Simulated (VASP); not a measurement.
# C (I4_1/amd) in VASP: further runs, part 2 of 2

VASP 6.6.1. The steps go on from the part before.

## Step 3: G0W0 quasiparticle levels, PBE

This run uses another cell than the first one, of 5.54 Å³/atom.

POSCAR

```
C
1.0
    0.0000000000      1.7623229011      1.7840813067
    1.7623229011      0.0000000000      1.7840813067
    1.7623229011      1.7623229011      0.0000000000
C
2
Direct
    0.0000000000      0.0000000000      0.0000000000
    0.2500000000      0.2500000000      0.2500000000
```

INCAR.step1

```
ALGO     = Normal         # electronic algorithm
EDIFF    = 1E-8           # SCF threshold, eV
ENCUT    = 500            # plane-wave cutoff, eV
GGA      = PE             # functional
ISMEAR   = 0              # smearing method
LASPH    = T              # aspherical terms in the spheres
LCHARG   = F              # write CHGCAR
LREAL    = F              # projectors in reciprocal space
LWAVE    = T              # write WAVECAR
NELM     = 100            # most SCF steps
PREC     = Accurate       # precision mode
SIGMA    = 0.01           # smearing width, eV
```

INCAR.step2

```
ALGO     = Exact          # electronic algorithm
EDIFF    = 1E-8           # SCF threshold, eV
ENCUT    = 500            # plane-wave cutoff, eV
GGA      = PE             # functional
ISMEAR   = 0              # smearing method
ISTART   = 1            
LASPH    = T              # aspherical terms in the spheres
LCHARG   = F              # write CHGCAR
LOPTICS  = T              # frequency-dependent dielectric function
LREAL    = F              # projectors in reciprocal space
LWAVE    = T              # write WAVECAR
NBANDS   = 50             # bands
NELM     = 1              # most SCF steps
PREC     = Accurate       # precision mode
SIGMA    = 0.01           # smearing width, eV
```

INCAR.step3

```
ALGO     = EVGW0          # electronic algorithm
EDIFF    = 1E-8           # SCF threshold, eV
ENCUT    = 500            # plane-wave cutoff, eV
ENCUTGW  = 150.0          # cutoff of the response function
GGA      = PE             # functional
ISMEAR   = 0              # smearing method
ISTART   = 1            
LASPH    = T              # aspherical terms in the spheres
LCHARG   = F              # write CHGCAR
LREAL    = F              # projectors in reciprocal space
LWAVE    = F              # write WAVECAR
NBANDS   = 50             # bands
NBANDSGW = 12           
NELMGW   = 1            
NOMEGA   = 48             # frequency points
PREC     = Accurate       # precision mode
PRECFOCK = Fast         
SIGMA    = 0.01           # smearing width, eV
```

KPOINTS

```
k-points
0
Gamma
  6 6 6
```

Potentials or basis: VASP PAW PBE potentials, release 64 (C_GW).

On the command line:

```sh
> cat potpaw_PBE.64/C_GW/POTCAR > POTCAR
> cp INCAR.step1 INCAR
> mpirun -np 1 vasp_std > vasp.out
> cp INCAR.step2 INCAR
> mpirun -np 1 vasp_std > vasp.out
> cp INCAR.step3 INCAR
> mpirun -np 1 vasp_std > vasp.out
```

OUTCAR:

```text
EDIFF = 1E-8
   ENCUT = 500
   ENCUTGW = 150.0
   GGA = PE
   ISMEAR = 0
   ISTART = 1
   LASPH = T
   LREAL = F
   NELMGW = 1
   PREC = Accurate
   PRECFOCK = Fast

 ion  position               nearest neighbor table
   1  0.000  0.000  0.000-   2 1.53   2 1.53   2 1.53   2 1.53
   2  0.250  0.250  0.250-   1 1.53   1 1.53   1 1.53   1 1.53

  LATTYP: Found a body centered tetragonal cell.
 ALAT       =     2.4923009480
 C/A-ratio  =     1.4316740586

  Lattice vectors:

 A1 = (  -1.7623229011,   0.0000000000,   1.7840813067)
 A2 = (   1.7623229011,   0.0000000000,   1.7840813067)
 A3 = (   0.0000000000,   1.7623229011,  -1.7840813067)

Analysis of symmetry for initial positions (statically):
=====================================================================
 Subroutine PRICEL returns:
 Original cell was already a primitive cell.

 Routine SETGRP: Setting up the symmetry group for a
 body centered tetragonal supercell.

 Subroutine GETGRP returns: Found 16 space group operations
 (whereof  8 operations were pure point group operations)
 out of a pool of 16 trial point group operations.

The static configuration has the point symmetry D_2d.
 The point group associated with its full space group is D_4h.

Analysis of symmetry for dynamics (positions and initial velocities):
=====================================================================
 Subroutine PRICEL returns:
 Original cell was already a primitive cell.

 Routine SETGRP: Setting up the symmetry group for a
 body centered tetragonal supercell.

 Subroutine GETGRP returns: Found 16 space group operations
 (whereof  8 operations were pure point group operations)
[... 123 lines left out ...]
     AMIX_MAG =   1.60;   BMIX_MAG =  1.00
  volume/ion in A,a.u.               =       5.54        37.39
  Fermi-wavevector in a.u.,A,eV,Ry     =   1.468587  2.775227 29.344327  2.156747
  Thomas-Fermi vector in A             =   2.584067
   LORBIT       =      0    0 simple, 1 ext, 2 COOP (PROOUT), +10 PAW based schemes
   GGA     = PE    functional components
   LHFCALC =     T    Hartree Fock is set to
   PRECFOCK=fast      Normal, Fast or Accurate (Low or Medium for compatibility)
   ENCUT4O =  -1.0   cutoff for four orbital integrals eV
   NKREDX  =     1    reduce k-point grid by
   NKREDY  =     1    reduce k-point grid by
   NKREDZ  =     1    reduce k-point grid by
   AEXX    =    1.0000 exact exchange contribution
   HFSCREEN=    0.0000 screening length (either q_TF or 0.3 A-1)
   HFSCREENC=   0.0000 screening length for correlation (either q_TF or 0.3 A-1)
   ENCUTFOCK=  -1.0 apply spherical cutoff to Coloumb kernel
   IVDW    =     0    specifies the selected vdW correction
   LEPSILON=     F    determine dielectric tensor
   LRPA    =     F    only Hartree local field effects (RPA)
   LRPAFORCE           =     F    calculate RPA forces
   ENCUTGW             = 150.0    cutoff for response function in eV
   ENCUTGWSOFT         = 120.0    soft cutoff for Coulomb kernel in GW response function in eV
   ENCUTLF             =  -1.0    cutoff for local field effects
   NELMGW              =     1    number of iterations in solving QP/BSE equation
   NELMHF              =     1    number of iterations in the inner HF iteration
   NKREDLFX            =     1    NKREDLFY  =   1   NKREDLFZ  =   1
 non-spin polarized calculation
 Gauss-broadening in eV      SIGMA  =   0.01
  energy-cutoff  :      500.00
  volume of cell :       11.08
 maximum number of plane-waves:       293
  NGX = 12; NGY = 12; NGZ = 12
   NGX =  9   NGY =  9   NGZ =  9
 maximum number of plane-waves:        59

 QP shifts <psi_nk| G(iteration)W_0 |psi_nk>: iteration 1
 for sc-GW calculations column KS-energies equals QP-energies in previous step
 and V_xc(KS)=  KS-energies - (<T + V_ion + V_H > + <T+V_H+V_ion>^1  + <V_x>^1)

 k-point   1 :       0.0000    0.0000    0.0000
  band No.  KS-energies  QP-energies   sigma(KS)   V_xc(KS)     V^pw_x(r,r')   Z            occupation Imag(sigma)

      1     -11.6850     -13.3170     -17.0070     -14.8504     -25.5705       0.7567       2.0000       1.4786
      2       9.9788       9.4604     -17.5207     -16.8943     -19.3406       0.8275       2.0000       0.0789
      3      10.1695       9.6574     -17.4934     -16.8749     -19.2793       0.8278       2.0000       0.0779
      4      10.1695       9.6574     -17.4934     -16.8749     -19.2793       0.8278       2.0000       0.0779
      5      15.7124      16.8999     -14.1590     -15.5997      -9.3914       0.8242       0.0000      -0.1077
      6      15.7124      16.8999     -14.1590     -15.5997      -9.3914       0.8242       0.0000      -0.1077
      7      15.8662      17.0507     -14.1509     -15.5897      -9.3538       0.8232       0.0000      -0.1084
      8      23.9645      25.0878     -14.9537     -16.4048      -7.7144       0.7741       0.0000      -0.2710
      9      29.7044      30.1317     -11.4591     -11.9875      -4.3823       0.8087       0.0000      -0.4191
     10      36.5532      37.6987     -12.5907     -13.9673      -5.9846       0.8322       0.0000      -0.5766
     11      37.2294      38.3889     -12.6181     -14.0154      -5.9494       0.8298       0.0000      -0.6163
     12      37.4647      38.0427     -10.8908     -11.5886      -3.3281       0.8283       0.0000      -0.9824
[... 356 lines left out ...]
      1      -4.9249      -6.2984     -17.2706     -15.4529     -23.9604       0.7556       2.0000       0.6392
      2      -0.1999      -1.4611     -17.6178     -15.9819     -22.7792       0.7709       2.0000       0.2943
      3       2.2750       1.2041     -16.6198     -15.2729     -20.4577       0.7951       2.0000       0.1795
      4       4.2784       3.3341     -17.1050     -15.9316     -20.5040       0.8049       2.0000       0.1421
      5      15.3370      16.0809     -13.0075     -13.9002      -8.1039       0.8334       0.0000      -0.1136
      6      18.4736      19.3706     -13.0125     -14.1015      -7.4910       0.8237       0.0000      -0.1419
      7      25.1816      26.7708     -14.5253     -16.5776      -7.0213       0.7744       0.0000      -0.3103
      8      25.7207      27.2589     -14.6508     -16.6474      -7.0078       0.7704       0.0000      -0.3329
      9      31.7382      32.9736     -13.5386     -15.1140      -5.4705       0.7842       0.0000      -0.6045
     10      34.0571      35.3371     -13.6624     -15.3073      -5.0344       0.7782       0.0000      -0.7901
     11      39.4634      40.4776     -12.2705     -13.5132      -4.7039       0.8161       0.0000      -0.9292
     12      44.0301      44.8579     -11.6350     -12.6511      -3.5052       0.8147       0.0000      -1.2269

 [... further k-points ...]
```

OUTCAR.step1:

```text
EDIFF = 1E-8
   ENCUT = 500
   GGA = PE
   ISMEAR = 0
   LASPH = T
[... 487 lines left out ...]
 -----------------------------------------------------------------------------------
      0.00000      0.00000      0.00000         0.000000      0.000000      0.000000
      0.88116      0.88116      0.89204        -0.000000     -0.000000     -0.000000
 -----------------------------------------------------------------------------------
    total drift:                               -0.000000     -0.000000     -0.000000

  FREE ENERGIE OF THE ION-ELECTRON SYSTEM (eV)
  ---------------------------------------------------
  free  energy   TOTEN  =       -18.1777026200 eV

  energy  without entropy=      -18.1777026200  energy(sigma->0) =      -18.17770262
```

It took 82 s on 1 thread of Intel Xeon 6975P-C (Granite Rapids), shared host; peak memory 0.22 GiB.

What came out:

| Item | Value |
| --- | --- |
| Quasiparticle gap | 5.32 eV |
| Least direct quasiparticle gap | 7.24 eV |
| Band gap of the starting levels on the mesh | 4.05 eV |
| Least direct gap of the starting levels on the mesh | 5.54 eV |

Caveat: the k points lie up to 0.51 Å⁻¹ apart; the cutoff is under 1.25 times the usual one of these potentials, so pressure, stress and relaxed cells hold a basis-set (Pulay) error; bands, screening cutoff and mesh are small and nothing is extrapolated, so the quasiparticle values aren't converged.
